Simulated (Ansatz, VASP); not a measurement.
# ZnS: VASP beside Ansatz

```
CELL_PARAMETERS angstrom
0.00000 2.73756 2.73756
2.73756 0.00000 2.73756
2.73756 2.73756 0.00000
ATOMIC_POSITIONS crystal
Zn 0.75000 0.75000 0.75000
S 0.00000 0.00000 0.00000
```

Alike in both runs: task single point; functional PBE-based screened hybrid; k mesh 5 × 5 × 5; occupations fermi-dirac, width 0.05 eV; no spin polarisation.

```csv
,VASP,Ansatz
version,VASP 6.6.1,Ansatz 0.2.0
potentials or method,"VASP PAW PBE potentials, release 64 (Zn, S)",Ansatz PAW
plane-wave cutoff (eV),520,420
valence electrons in the cell,18,18
```

VASP gave:

```
gap on the k mesh at the Fermi level (eV) : 2.94
least direct gap on the mesh (eV)         : 2.94
pressure (GPa)                            : -1.7
```

**Question.** Estimate Ansatz's values.

**Answer.** gap on the k mesh at the Fermi level (eV): 2.95; least direct gap on the mesh (eV): 2.95; pressure (GPa): -1.7.

VASP's potentials were made for PBE, not for PBE-based screened hybrid.

Noted on Ansatz's run: odd divisions of the mesh miss points on the zone boundary, where band edges often lie, so the gap on the mesh can be too wide.
